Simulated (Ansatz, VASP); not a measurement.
## TiB2: VASP beside Ansatz

The input INCAR:

```
PREC = Accurate
ENCUT = 520
EDIFF = 1E-7
ISMEAR = 1
SIGMA = 0.1
LREAL = F
LASPH = T
NELM = 100
ALGO = Normal
ISIF = 2
LWAVE = F
LCHARG = F
GGA = PE
NBANDS = 16
```

KPOINTS

```
regular mesh
0
Gamma
  11 11 9
```

Contents of POSCAR:

```
TiB2
1.0
    3.0788678441      0.0000000000      0.0000000000
   -1.5394339220      2.6663735466      0.0000000000
    0.0000000000      0.0000000000      3.2813339983
Ti B
1 2
Direct
    0.0000000000      0.0000000000      0.0000000000
    0.3333333333      0.6666666667      0.5000000000
    0.6666666667      0.3333333333      0.5000000000
```

Input for Ansatz:

```yaml
crystal:
  lattice:
    - [3.078867844063554, 0.0, 0.0]
    - [-1.539433922031777, 2.666373546613814, 0.0]
    - [0.0, 0.0, 3.2813339983410734]
  atoms:
    - { symbol: Ti, position: [0.0, 0.0, 0.0] }
    - { symbol: B, position: [0.3333333333333333, 0.6666666666666666, 0.5] }
    - { symbol: B, position: [0.6666666666666666, 0.3333333333333333, 0.5] }
basis:
  ecutwfc: 489.804952427784
kpoints:
  mp_grid:
    grid: [11, 11, 9]
hamiltonian:
  xc: pbe
  pseudopotentials:
    kind: paw
scf:
  occupations:
    method: cold
    width: 0.1
output:
  stress: true
```

Alike in both runs: task single point; functional PBE; k mesh 11 × 11 × 9; no spin polarisation.

|  | VASP | Ansatz |
| --- | --- | --- |
| version | VASP 6.6.1 | Ansatz 0.2.0 |
| potentials or method | VASP PAW PBE potentials, release 64 (Ti_sv, B), cutoff 520 eV | plane waves, PAW |
| occupations | methfessel-paxton of order 1, width 0.1 eV | cold, width 0.1 eV |
| valence electrons in the cell | 18 | 18 |

Ansatz gave:

* pressure (GPa): -11.2
* traceless stress, the component that is largest in VASP (GPa): 1.04

Estimate VASP's values.

pressure (GPa): -11.0; traceless stress, the component that is largest in VASP (GPa): 1.03.

Ansatz's warnings: structure snapped to symmetry.
